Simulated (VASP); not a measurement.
Mo, 1 atom in the cell. The structure is orthorhombic, space group Cmmm (No. 65). The conventional cell has a = 2.736 Å, b = 4.383 Å, c = 2.555 Å, α = 90.00°, β = 90.00°, γ = 90.00°. Within 3.4 Å of Mo (site symmetry mmm) lie 8 Mo at 2.56 to 2.74 Å.  This cell differs from its parent crystal: strain -0.0750 x Voigt [0, 1, 0, 0, 0, 0].

```yaml
Program: VASP 6.6.1
Task: single point
Functional: PBEsol
Potentials_or_basis: VASP PAW PBE potentials, release 64 (Mo_sv)
Cutoff: 520 eV
k_mesh: 18 × 18 × 18
Occupations: gaussian, width 0.15 eV
Spin: no spin polarisation
Dipole_correction: no
Further_INCAR_settings: ALGO = Fast; EDIFF = 1e-06; NBANDS = 13
```

Potentials or basis: VASP PAW PBE potentials, release 64 (Mo_sv).

The run is started by

```console
$ cat potpaw_PBE.64/Mo_sv/POTCAR > POTCAR
$ mpirun -np 1 vasp_std > vasp.out
```

Hardware: 1 thread of Intel Xeon 8259CL, with other jobs on the host.

Task: How long does it take, and how much memory?

Result: Run time: 2 min on 1 thread of Intel Xeon 8259CL, with other jobs on the host, peak memory 0.27 GiB. Counts: scf iterations 12, k points 910.
